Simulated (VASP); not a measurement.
Set up this calculation in VASP 6.6.1, as the native input.

- Task: single point
- Functional: PBE
- Potentials or basis: VASP PAW PBE potentials, release 64 (Na_pv, S)
- Cutoff: 500 eV
- k mesh: 6 × 6 × 6
- Occupations: gaussian, width 0.05 eV
- Spin: no spin polarisation
- Dipole correction: no
- Further INCAR settings: ALGO = Normal; EDIFF = 1e-06; NBANDS = 17

The structure of Na2S lies in POSCAR:

```
Na2S
1.0
    0.0000000000      3.1324800000      3.0019600000
    3.1324800000      0.0000000000      3.0019600000
    3.1324800000      3.1324800000      0.0000000000
Na S
2 1
Direct
    0.2500000000      0.2500000000      0.2500000000
    0.7500000000      0.7500000000      0.7500000000
    0.0000000000      0.0000000000      0.0000000000
```

This cell differs from its parent crystal: strain -0.040 along x and y, -0.080 along z.

These files were run (other wordings do the same):

INCAR

```
SYSTEM = Na2S
  PREC = Accurate
  ENCUT = 500
  EDIFF = 1E-6
  ISMEAR = 0
  SIGMA = 0.05
  LREAL = .False.
  LASPH = .True.
  NELM = 120
  ALGO = Normal
  ISIF = 2
  LWAVE = .False.
  LCHARG = .True.
  GGA = PE
  LELF = .True.
  LVHAR = .True.
  NBANDS = 17
  GGA_COMPAT = .False.
```

KPOINTS

```
regular mesh
0
Gamma
  6 6 6
  0 0 0
```

Potentials or basis: VASP PAW PBE potentials, release 64 (Na_pv, S).

Run with:

```console
$ cat potpaw_PBE.64/Na_pv/POTCAR potpaw_PBE.64/S/POTCAR > POTCAR
$ mpirun -np 1 vasp_std > vasp.out
```

It gave:

| Item | Value |
| --- | --- |
| Pressure | 7.7 GPa |
| Band gap on the k mesh | 3.05 eV |

Caveat: the cell differs from its parent crystal (strain -0.040 along x and y, -0.080 along z); the cell stands under pressure.

Wall time 20 s on 1 thread of Intel Xeon 8259CL, with other jobs on the host, peak memory 0.15 GiB.
